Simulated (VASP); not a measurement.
# MgS (F-43m) in VASP: notebook, part 2 of 3

VASP 6.6.1.

## Step 3: Relaxation of cell and atoms, PBE

This run uses another cell than the first one, of 22.74 Å³/atom, 0.943 times its volume.

INCAR reads:

```
ALGO = Normal
EDIFF = 1E-6
EDIFFG = -0.01
ENCUT = 600
GGA = PE
IBRION = 2
ISIF = 3
ISMEAR = -1
LASPH = T
LCHARG = F
LREAL = F
LWAVE = F
NELM = 100
NSW = 80
PREC = Accurate
SIGMA = 0.05
```

KPOINTS reads:

```
k-points
0
Gamma
  8 8 8
```

POSCAR reads:

```
MgS
1.0
    0.0000000000      2.8331200468      2.8331200468
    2.8331200468      0.0000000000      2.8331200468
    2.8331200468      2.8331200468      0.0000000000
S Mg
1 1
Direct
    0.2500000000      0.2500000000      0.2500000000
    0.0000000000      0.0000000000      0.0000000000
```

Potentials or basis: VASP PAW PBE potentials, release 64 (S, Mg).

Run with:

```console
> cat potpaw_PBE.64/S/POTCAR potpaw_PBE.64/Mg/POTCAR > POTCAR
> mpirun -np 1 vasp_std > vasp.out
```

Wall time 10 s (1 thread of Intel Xeon 6975P-C (Granite Rapids), shared host); peak memory 0.18 GiB.

The run converged. Its results:

* Free energy: -8.4733 eV
* Relaxed volume: 23.06 Å³/atom
* Relaxed cell: a = 4.025 Å, b = 4.025 Å, c = 4.025 Å, α = 60.00°, β = 60.00°, γ = 60.00°
* Space group after relaxing (to 0.05 Å): F-43m (No. 216)
* Energy gained by relaxing: 0.8 meV/atom
* Ionic steps: 3
* Pressure after relaxing: 0.0 GPa
* Band gap on the k mesh: 3.38 eV, direct

Step by step:
| step | energy change (eV) | largest force (eV/Å) | pressure (GPa) | volume (Å³) |
| --- | --- | --- | --- | --- |
| 1 | 0.0000 | 0.0000 | 0.81 | 45.48 |
| 2 | -0.0016 | 0.0000 | -0.14 | 46.24 |
| 3 | -0.0016 | 0.0000 | 0.00 | 46.12 |

Final structure:
```cif
data_structure
_symmetry_space_group_name_H-M 'P 1'
_symmetry_Int_Tables_number 1
_cell_length_a 4.0254
_cell_length_b 4.0254
_cell_length_c 4.0254
_cell_angle_alpha 60.000
_cell_angle_beta 60.000
_cell_angle_gamma 60.000
_cell_volume 46.12
loop_
_atom_site_label
_atom_site_type_symbol
_atom_site_fract_x
_atom_site_fract_y
_atom_site_fract_z
_atom_site_occupancy
S1 S 0.25000 0.25000 0.25000 1
Mg1 Mg 0.00000 0.00000 0.00000 1
```

Levels at points of the mesh, in eV from the valence-band top:
```csv
k point,band 2,band 3,band 4,band 5,band 6,band 7
"(0.00, 0.00, 0.00)",0.00,0.00,0.00,3.38,7.91,7.91
"(0.50, 0.00, 0.00)",-3.07,-0.32,-0.32,5.06,7.61,7.61
"(0.50, 0.50, 0.00)",-2.76,-1.01,-1.01,3.90,5.63,11.00
```

PBE gaps usually lie below the measured ones, often by a third to a half.

## Step 4: Relaxation of cell and atoms, revPBE

This run uses another cell than the first one, of 22.74 Å³/atom, 0.943 times its volume.

INCAR reads:

```
SYSTEM = MgS
PREC     = Accurate       ! precision mode
ENCUT    = 600            ! plane-wave cutoff, eV
EDIFF    = 1E-6           ! SCF threshold, eV
ISMEAR   = -1             ! smearing method
SIGMA    = 0.05           ! smearing width, eV
LREAL    = .False.        ! projectors in reciprocal space
LASPH    = .True.         ! aspherical terms in the spheres
NELM     = 100            ! most SCF steps
ALGO     = Normal         ! electronic algorithm
ISIF     = 3              ! what is computed and relaxed
LWAVE    = .False.        ! write WAVECAR
LCHARG   = .False.        ! write CHGCAR
GGA      = RE             ! functional
IBRION   = 2              ! ionic algorithm
NSW      = 80             ! ionic steps
EDIFFG   = -0.01          ! ionic threshold
```

KPOINTS reads:

```
Automatic mesh
0
Gamma
  8 8 8
  0 0 0
```

POSCAR is that of step 3.

Potentials or basis: VASP PAW PBE potentials, release 64 (S, Mg).

Run with:

```console
> cat potpaw_PBE.64/S/POTCAR potpaw_PBE.64/Mg/POTCAR > POTCAR
> mpirun -np 1 vasp_std > vasp.out
```

OUTCAR:

```text
SYSTEM = MgS
   PREC = Accurate
   ENCUT = 600
   EDIFF = 1E-6
   ISMEAR = -1
   LREAL = .False.
   LASPH = .True.
   NELM = 100
   ISIF = 3
   GGA = RE
   IBRION = 2
   NSW = 80
   EDIFFG = -0.01

 ion  position               nearest neighbor table
   1  0.250  0.250  0.250-   2 2.45   2 2.45   2 2.45   2 2.45
   2  0.000  0.000  0.000-   1 2.45   1 2.45   1 2.45   1 2.45

  LATTYP: Found a face centered cubic cell.
 ALAT       =     5.6662400936

  Lattice vectors:

 A1 = (   0.0000000000,   2.8331200468,   2.8331200468)
 A2 = (   2.8331200468,   0.0000000000,   2.8331200468)
 A3 = (   2.8331200468,   2.8331200468,   0.0000000000)

Analysis of symmetry for initial positions (statically):
=====================================================================
 Subroutine PRICEL returns:
 Original cell was already a primitive cell.

 Routine SETGRP: Setting up the symmetry group for a
 face centered cubic supercell.

 Subroutine GETGRP returns: Found 24 space group operations
 (whereof 24 operations were pure point group operations)
 out of a pool of 48 trial point group operations.
[... 169 lines left out ...]
  --------------------------------------------------------------------------------------
  -------------------------------------------------------------------------------------
  Total        0.5946560      0.5946560      0.5946560     -0.0000000     -0.0000000      0.0000000
  in kB       20.9484287     20.9484287     20.9484287     -0.0000000     -0.0000000      0.0000000
  external PRESSURE =      20.9484287 kB  Pullay stress =       0.0000000 kB
[... 59 lines left out ...]
--------------------------------------- Ionic step        3  -------------------------------------------

 number of electron       8.0000001 magnetization

 Free energy of the ion-electron system (eV)
  ---------------------------------------------------
  ext. energy  EPLUGINS =         0.00000000
  ---------------------------------------------------
  free energy    TOTEN  =        -8.05667913 eV

  energy without entropy =       -8.05667913  energy(sigma->0) =       -8.05667913

 E-fermi :   2.0030     XC(G=0):  -8.0693

 val. band max:        0.9075350823   @ k =   0.0000   0.0000   0.0000
 cond. band min:       4.3400794624   @ k =   0.0000   0.0000   0.0000
 fundamental gap:      3.4325443801
 Fermi energy:         2.0029730959

 k-point     1 :       0.0000    0.0000    0.0000
  band No.  band energies     occupation
      1     -10.2178      2.00000
      2       0.9075      2.00000
      3       0.9075      2.00000
      4       0.9075      2.00000
      5       4.3401      0.00000
      6       8.8295      0.00000
      7       8.8295      0.00000
      8       8.8295      0.00000
[... 243 lines left out ...]
 k-point    24 :      -0.3750    0.2500    0.1250
  band No.  band energies     occupation
      1      -9.5005      2.00000
      2      -1.7120      2.00000
      3      -0.3089      2.00000
      4       0.2998      2.00000
      5       7.0157      0.00000
      6       7.3902      0.00000
      7       9.5385      0.00000
      8       9.7575      0.00000

 [... further k-points ...]
[... 5 lines left out ...]
  --------------------------------------------------------------------------------------
  -------------------------------------------------------------------------------------
  Total       -0.0005923     -0.0005923     -0.0005923     -0.0000000     -0.0000000     -0.0000000
  in kB       -0.0201171     -0.0201171     -0.0201171     -0.0000000     -0.0000000     -0.0000000
  external PRESSURE =      -0.0201171 kB  Pullay stress =       0.0000000 kB
[... 17 lines left out ...]
  FREE ENERGIE OF THE ION-ELECTRON SYSTEM (eV)
  ---------------------------------------------------
  free  energy   TOTEN  =        -8.0566791268 eV

  energy  without entropy=       -8.0566791267  energy(sigma->0) =       -8.05667913

 reached required accuracy - stopping structural energy minimisation
```

CONTCAR:

```text
MgS
   1.00000000000000
    -0.0000000000000000    2.8678945336564845    2.8678945336564845
     2.8678945336564845   -0.0000000000000000    2.8678945336564845
     2.8678945336564845    2.8678945336564845   -0.0000000000000000
  S               Mg
     1     1
Direct
     0.2500000000000000    0.2500000000000000    0.2500000000000000
     0.0000000000000000    0.0000000000000000    0.0000000000000000

  0.00000000E+00  0.00000000E+00  0.00000000E+00
  0.00000000E+00  0.00000000E+00  0.00000000E+00
```

Run time: 11 s. Hardware: 1 thread of Intel Xeon 6975P-C (Granite Rapids), shared host; peak memory 0.18 GiB.

Results:

| Property | Result |
| --- | --- |
| Free energy | -8.0567 eV |
| Relaxed volume | 23.59 Å³/atom |
| Relaxed cell | a = 4.056 Å, b = 4.056 Å, c = 4.056 Å, α = 60.00°, β = 60.00°, γ = 60.00° |
| Space group after relaxing (to 0.05 Å) | F-43m (No. 216) |
| Energy gained by relaxing | 5.4 meV/atom |
| Ionic steps | 3 |
| Pressure after relaxing | 0.0 GPa |
| Band gap on the k mesh | 3.43 eV, direct |

The path:
```csv
step,energy change (eV),largest force (eV/Å),pressure (GPa),volume (Å³)
1,0.0000,0.0000,2.09,45.48
2,-0.0104,0.0000,-0.32,47.47
3,-0.0107,0.0000,0.00,47.18
```

Final structure:
```cif
data_structure
_symmetry_space_group_name_H-M 'P 1'
_symmetry_Int_Tables_number 1
_cell_length_a 4.0558
_cell_length_b 4.0558
_cell_length_c 4.0558
_cell_angle_alpha 60.000
_cell_angle_beta 60.000
_cell_angle_gamma 60.000
_cell_volume 47.18
loop_
_atom_site_label
_atom_site_type_symbol
_atom_site_fract_x
_atom_site_fract_y
_atom_site_fract_z
_atom_site_occupancy
S1 S 0.25000 0.25000 0.25000 1
Mg1 Mg 0.00000 0.00000 0.00000 1
```

Caveat: the PAW data sets were made with another functional, which shifts forces and pressure a little. Expect the measured gap to be larger: semilocal functionals such as revPBE lack the derivative discontinuity.

## Step 5: Relaxation of cell and atoms, BLYP

This run uses another cell than the first one, of 22.74 Å³/atom, 0.943 times its volume.

INCAR reads:

```
PREC = Accurate ; ENCUT = 600
EDIFF = 1E-6 ; ISMEAR = -1
SIGMA = 0.05 ; LREAL = F
LASPH = T ; NELM = 100
ALGO = Normal ; ISIF = 3
LWAVE = F ; LCHARG = F
GGA = B5 ; ALDAX = 1.0
AGGAX = 1.0 ; AGGAC = 1.0
ALDAC = 0.0 ; IBRION = 2
NSW = 80 ; EDIFFG = -0.01
```

KPOINTS reads:

```
regular mesh
0
Gamma
  8 8 8
```

POSCAR is that of step 4.

Run with:

```console
> cat potpaw_PBE.64/S/POTCAR potpaw_PBE.64/Mg/POTCAR > POTCAR
> mpirun -np 1 vasp_std > vasp.out
```

Wall time 25 s (1 thread of Intel Xeon 6975P-C (Granite Rapids), shared host); peak memory 0.18 GiB.

Results (log left out):

| Item | Value |
| --- | --- |
| Free energy | -7.7012 eV |
| Relaxed volume | 23.67 Å³/atom |
| Relaxed cell | a = 4.060 Å, b = 4.060 Å, c = 4.060 Å, α = 60.00°, β = 60.00°, γ = 60.00° |
| Space group after relaxing (to 0.05 Å) | F-43m (No. 216) |
| Energy gained by relaxing | 6.4 meV/atom |
| Ionic steps | 3 |
| Pressure after relaxing | 0.0 GPa |
| Band gap on the k mesh | 3.38 eV, direct |

The path:
| step | energy change (eV) | largest force (eV/Å) | pressure (GPa) | volume (Å³) |
| --- | --- | --- | --- | --- |
| 1 | 0.0000 | 0.0000 | 2.30 | 45.48 |
| 2 | -0.0125 | 0.0000 | -0.37 | 47.66 |
| 3 | -0.0129 | 0.0000 | 0.01 | 47.33 |

Final structure:
```
CELL_PARAMETERS angstrom
0.00000 2.87105 2.87105
2.87105 0.00000 2.87105
2.87105 2.87105 0.00000
ATOMIC_POSITIONS crystal
S 0.25000 0.25000 0.25000
Mg 0.00000 0.00000 0.00000
```

Levels at points of the mesh, in eV from the valence-band top:
```csv
k point,band 1,band 2,band 3,band 4,band 5,band 6,band 7,band 8
"(0.00, 0.00, 0.00)",-11.11,0.00,0.00,0.00,3.38,7.88,7.88,7.88
"(0.50, 0.00, 0.00)",-10.50,-2.94,-0.31,-0.31,5.02,7.65,7.65,8.64
"(0.50, 0.50, 0.00)",-10.31,-2.67,-0.97,-0.97,4.12,5.64,10.83,12.01
```

Caveat: the PAW data sets were made with another functional, which shifts forces and pressure a little. A hybrid or GW would open this gap; BLYP tends to underestimate it.

(Continued in part 3 of 3.)
